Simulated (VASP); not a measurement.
# Al3Ni2 (P-3m1) in VASP: a series of runs, part 2 of 3

VASP 6.6.1. The steps go on from the part before.

## 3. Single point, r2SCAN (strain -0.025 along x and y, +0.000 along z)

POSCAR reads:

```
Al3Ni2
1.0
    3.9065533283      0.0000000000      0.0000000000
   -1.9532766642      3.3831744235      0.0000000000
    0.0000000000      0.0000000000      4.8615270317
Al Ni
3 2
Direct
    0.0000000000      0.0000000000      0.0000000000
    0.3333333333      0.6666666667      0.6484376367
    0.6666666667      0.3333333333      0.3515623633
    0.3333333333      0.6666666667      0.1462123372
    0.6666666667      0.3333333333      0.8537876628
```

INCAR.step1 reads:

```
PREC     = Accurate       # precision mode
ENCUT    = 520            # plane-wave cutoff, eV
ISMEAR   = 0              # smearing method
SIGMA    = 0.15           # smearing width, eV
LREAL    = False          # projectors in reciprocal space
LASPH    = True           # aspherical terms in the spheres
NELM     = 100            # most SCF steps
NBANDS   = 22             # bands
GGA      = PE             # functional
ALGO     = Normal         # electronic algorithm
EDIFF    = 1E-4           # SCF threshold, eV
LWAVE    = True           # write WAVECAR
LCHARG   = False          # write CHGCAR
```

INCAR.step2 reads:

```
PREC     = Accurate       # precision mode
ENCUT    = 520            # plane-wave cutoff, eV
EDIFF    = 1E-6           # SCF threshold, eV
ISMEAR   = 0              # smearing method
SIGMA    = 0.15           # smearing width, eV
LREAL    = False          # projectors in reciprocal space
LASPH    = True           # aspherical terms in the spheres
NELM     = 100            # most SCF steps
ALGO     = Normal         # electronic algorithm
ISIF     = 2              # what is computed and relaxed
LWAVE    = False          # write WAVECAR
LCHARG   = True           # write CHGCAR
METAGGA  = R2SCAN         # meta-GGA
LMIXTAU  = True         
LELF     = True           # ELF
LVHAR    = True         
NBANDS   = 22             # bands
ISTART   = 1
```

KPOINTS reads:

```
Automatic mesh
0
Gamma
  12 12 10
```

Potentials or basis: VASP PAW PBE potentials, release 64 (Al, Ni).

On the command line:

```sh
cat potpaw_PBE.64/Al/POTCAR potpaw_PBE.64/Ni/POTCAR > POTCAR
cp INCAR.step1 INCAR
mpirun -np 1 vasp_std > vasp.out
cp INCAR.step2 INCAR
mpirun -np 1 vasp_std > vasp.out
```

OUTCAR:

```text
PREC = Accurate
   ENCUT = 520
   EDIFF = 1E-6
   ISMEAR = 0
   LREAL = False
   LASPH = True
   NELM = 100
   ISIF = 2
   METAGGA = R2SCAN
   ISTART = 1

 ion  position               nearest neighbor table
   1  0.000  0.000  0.000-   4 2.36   5 2.36   4 2.36   5 2.36   5 2.36   4 2.36   2 2.83   3 2.83
                             2 2.83   3 2.83   2 2.83   3 2.83
   2  0.333  0.667  0.648-   4 2.42   4 2.44   5 2.47   5 2.47   5 2.47   3 2.68   3 2.68   3 2.68
                             1 2.83   1 2.83   1 2.83
   3  0.667  0.333  0.352-   5 2.42   5 2.44   4 2.47   4 2.47   4 2.47   2 2.68   2 2.68   2 2.68
                             1 2.83   1 2.83   1 2.83
   4  0.333  0.667  0.146-   1 2.36   1 2.36   1 2.36   2 2.42   2 2.44   3 2.47   3 2.47   3 2.47
                             5 2.67   5 2.67   5 2.67
   5  0.667  0.333  0.854-   1 2.36   1 2.36   1 2.36   3 2.42   3 2.44   2 2.47   2 2.47   2 2.47
                             4 2.67   4 2.67   4 2.67

  LATTYP: Found a hexagonal cell.
 ALAT       =     3.9065533283
 C/A-ratio  =     1.2444542857

  Lattice vectors:

 A1 = (   3.9065533283,   0.0000000000,   0.0000000000)
 A2 = (  -1.9532766642,   3.3831744235,   0.0000000000)
 A3 = (   0.0000000000,   0.0000000000,   4.8615270317)

[... 178 lines left out ...]

  energy without entropy =      -47.24521749  energy(sigma->0) =      -47.25201961

 E-fermi :   9.0640     XC(G=0): -12.2982

 val. band max:        9.0612159260   @ k =   0.3333   0.3333   0.4000
 cond. band min:       9.0768869667   @ k =   0.3333   0.2500   0.5000
 fundamental gap:      0.0156710407
 Fermi energy:         9.0639677394

 k-point     1 :       0.0000    0.0000    0.0000
  band No.  band energies     occupation
      1      -2.3780      2.00000
      2       3.2536      2.00000
      3       3.7285      2.00000
      4       5.0971      2.00000
      5       5.0971      2.00000
      6       5.7600      2.00000
[... 589 lines left out ...]
     21      16.0933      0.00000
     22      16.3973      0.00000

 [... further k-points ...]
[... 5 lines left out ...]
  --------------------------------------------------------------------------------------
  -------------------------------------------------------------------------------------
  Total        3.9270318      3.9270318      1.6498020     -0.0000000     -0.0000000     -0.0000000
  in kB       97.9228727     97.9228727     41.1387929     -0.0000000     -0.0000000     -0.0000000
  external PRESSURE =      78.9948461 kB  Pullay stress =       0.0000000 kB

 VOLUME and BASIS-vectors are now :
 -----------------------------------------------------------------------------
  energy-cutoff  :      520.00
  volume of cell :       64.25
      direct lattice vectors                 reciprocal lattice vectors
     3.906553328  0.000000000  0.000000000     0.255980123  0.147790193  0.000000000
    -1.953276664  3.383174423  0.000000000     0.000000000  0.295580385  0.000000000
     0.000000000  0.000000000  4.861527032     0.000000000  0.000000000  0.205696686

 POSITION                                       TOTAL-FORCE (eV/Angst)
 -----------------------------------------------------------------------------------
      0.00000      0.00000      0.00000        -0.000000      0.000000      0.000000
     -0.00000      2.25545      3.15240        -0.000000     -0.000000     -0.062189
      1.95328      1.12772      1.70913         0.000000      0.000000      0.062189
     -0.00000      2.25545      0.71082        -0.000000     -0.000000      0.139474
      1.95328      1.12772      4.15071        -0.000000      0.000000     -0.139474
 -----------------------------------------------------------------------------------
    total drift:                               -0.000000      0.000000      0.000000

  FREE ENERGIE OF THE ION-ELECTRON SYSTEM (eV)
  ---------------------------------------------------
  free  energy   TOTEN  =       -47.2588217327 eV

  energy  without entropy=      -47.2452174872  energy(sigma->0) =      -47.25201961
```

OUTCAR.step1:

```text
PREC = Accurate
   ENCUT = 520
   ISMEAR = 0
   LREAL = False
   LASPH = True
[... 838 lines left out ...]
     -0.00000      2.25545      3.15240        -0.000000      0.000000     -0.177504
      1.95328      1.12772      1.70913        -0.000000     -0.000000      0.177504
     -0.00000      2.25545      0.71082         0.000000      0.000000      0.200850
      1.95328      1.12772      4.15071         0.000000      0.000000     -0.200850
 -----------------------------------------------------------------------------------
    total drift:                               -0.000000      0.000000      0.000000

  FREE ENERGIE OF THE ION-ELECTRON SYSTEM (eV)
  ---------------------------------------------------
  free  energy   TOTEN  =       -25.0531818407 eV

  energy  without entropy=      -25.0382855665  energy(sigma->0) =      -25.04573370
```

OSZICAR.step1:

```text
N       E                     dE             d eps       ncg     rms          rms(c)
DAV:   1     0.142852876106E+03    0.14285E+03   -0.11944E+04  7128   0.136E+03
DAV:   2    -0.208628573977E+02   -0.16372E+03   -0.15481E+03  7200   0.276E+02
DAV:   3    -0.281612081289E+02   -0.72984E+01   -0.71266E+01  8698   0.737E+01
DAV:   4    -0.283166877623E+02   -0.15548E+00   -0.15533E+00  8422   0.972E+00
DAV:   5    -0.283223357209E+02   -0.56480E-02   -0.56476E-02  8910   0.197E+00    0.185E+01
DAV:   6    -0.336755052097E+02   -0.53532E+01   -0.68887E+01  8178   0.152E+02    0.253E+01
DAV:   7    -0.251834755700E+02    0.84920E+01   -0.24098E+01  8284   0.921E+01    0.268E+00
DAV:   8    -0.251292346937E+02    0.54241E-01   -0.21365E+00 10952   0.163E+01    0.263E+00
DAV:   9    -0.250583420376E+02    0.70893E-01   -0.31867E-01  8506   0.959E+00    0.765E-01
DAV:  10    -0.250531495699E+02    0.51925E-02   -0.18515E-02 10702   0.214E+00    0.308E-01
DAV:  11    -0.250531736407E+02   -0.24071E-04   -0.11751E-03  8714   0.262E-01    0.117E-01
DAV:  12    -0.250531818407E+02   -0.82000E-05   -0.70190E-05  5022   0.636E-02
   1 F= -.25053182E+02 E0= -.25045734E+02  d E =-.148963E-01
```

Wall time 25 min (1 thread of Oxide Virtual Turin-like, shared host); peak memory 0.29 GiB.

Results:

* Free energy: -47.2588 eV
* Pressure: 7.9 GPa
* Largest force: 0.139 eV/Å
* Band gap on the k mesh: zero (an odd number of electrons rules out a gap without spin polarisation)

Forces in eV/Å, atoms in the order of the input:
```
Al   0.000  0.000  0.000
Al   0.000  0.000 -0.062
Al   0.000  0.000  0.062
Ni   0.000  0.000  0.139
Ni   0.000  0.000 -0.139
```

Caveat: the cell differs from its parent crystal (strain -0.025 along x and y, +0.000 along z); the stress differs along the axes, from 4 to 10 GPa; the PAW data sets were made with another functional, which shifts forces and pressure a little.

(Part 2 of 3 ends here.)

The gap in the log of VASP goes by the Fermi energy; the results here count the filled bands.